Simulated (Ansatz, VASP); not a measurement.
## Two plane-wave programs on PbSe

The input INCAR:

```
PREC     = Accurate       # precision mode
ENCUT    = 500            # plane-wave cutoff, eV
EDIFF    = 1E-6           # SCF threshold, eV
ISMEAR   = 0              # smearing method
SIGMA    = 0.01           # smearing width, eV
LREAL    = F              # projectors in reciprocal space
LASPH    = T              # aspherical terms in the spheres
NELM     = 120            # most SCF steps
ALGO     = Normal         # electronic algorithm
ISIF     = 2              # what is computed and relaxed
LWAVE    = F              # write WAVECAR
LCHARG   = F              # write CHGCAR
GGA      = CA             # functional
NBANDS   = 28             # bands
GGA_COMPAT= F
```

The input KPOINTS:

```
Automatic mesh
0
Gamma
  6 6 2
```

Contents of POSCAR:

```
PbSe
1.0
    5.1741442664      0.0000000000      0.0000000000
   -2.5870721332      4.4809403775      0.0000000000
    0.0000000000      0.0000000000      6.2147757150
Pb Se
2 2
Direct
    0.3333333333      0.6666666667     -0.0648971074
    0.6666666667      0.3333333333      0.4351028926
    0.3333333333      0.6666666667      0.4398971074
    0.6666666667      0.3333333333      0.9398971074
```

Input for Ansatz:

```yaml
crystal:
  lattice:
    - [5.1741442664, 0.0, 0.0]
    - [-2.5870721332, 4.4809403775, 0.0]
    - [0.0, 0.0, 6.214775715]
  atoms:
    - { symbol: Pb, position: [0.3333333333, 0.6666666667, -0.0648971074] }
    - { symbol: Pb, position: [0.6666666667, 0.3333333333, 0.4351028926] }
    - { symbol: Se, position: [0.3333333333, 0.6666666667, 0.4398971074] }
    - { symbol: Se, position: [0.6666666667, 0.3333333333, 0.9398971074] }
kpoints:
  mp_grid: { grid: [6, 6, 2] }
hamiltonian:
  xc: lda
scf:
  occupations: { method: fixed }
output:
  optics:
    e_range: [0.5, 10]
    de: 0.2
    sigma: 0.4
    scissors: 0.3
    scheme: fermi_dirac
    bands: auto
    kdotp_interpolation: "off"
```

Alike in both runs: task single point; functional LDA; k mesh 6 × 6 × 2; no spin polarisation.

```csv
,VASP,Ansatz
version,VASP 6.6.1,Ansatz 0.2.0
potentials or method,"VASP PAW LDA potentials, release 64 (Pb_d, Se)","plane waves, PAW"
plane-wave cutoff (eV),500,420
occupations,"gaussian, width 0.01 eV",fixed
valence electrons in the cell,40,60
```

|  | VASP | Ansatz | Ansatz less VASP |
| --- | --- | --- | --- |
| gap on the k mesh at the Fermi level (eV) | 1.00 | 1.01 | +0.013 |

LDA's correlation is that of Perdew and Zunger in VASP and of Perdew and Wang (1992) in Ansatz. VASP's potentials hold 40 valence electrons a cell and Ansatz's 60, so a difference there can come from the potentials and not from the codes.

The k mesh is coarse, so the values compare programs but aren't converged. Spin-orbit coupling is off throughout.
